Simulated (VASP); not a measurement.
## Al3Pd: single point with PBE

Al3Pd:

```
Al Pd
1.0
     3.94691    0.00000    0.00000
     0.00000    3.94691    0.00000
     0.00000    0.00000    3.94691
Al Pd
3 1
Direct
  0.00000 0.50000 0.50000
  0.50000 0.00000 0.50000
  0.50000 0.50000 0.00000
  0.00000 0.00000 0.00000
```

* Program: VASP 6.6.1
* Task: single point
* Functional: PBE
* Potentials or basis: VASP PAW PBE potentials, release 64 (Al, Pd)
* Cutoff: 500 eV
* k mesh: 5 × 5 × 5
* Occupations: gaussian, width 0.01 eV
* Spin: no spin polarisation

```json
{
  "Pressure": "1.3 GPa"
}
```

Levels at points of the mesh, in eV from the Fermi level:
| k point | band 6 | band 7 | band 8 | band 9 | band 10 | band 11 | band 12 | band 13 |
| --- | --- | --- | --- | --- | --- | --- | --- | --- |
| (0.00, 0.00, 0.00) | -3.56 | -2.19 | -2.19 | -2.19 | 0.20 | 1.90 | 1.90 | 5.94 |

Run time: 5 s on 1 thread of Intel(R) Xeon(R) 6975P-C (Granite Rapids), with other jobs on the host, peak memory 0.16 GiB.
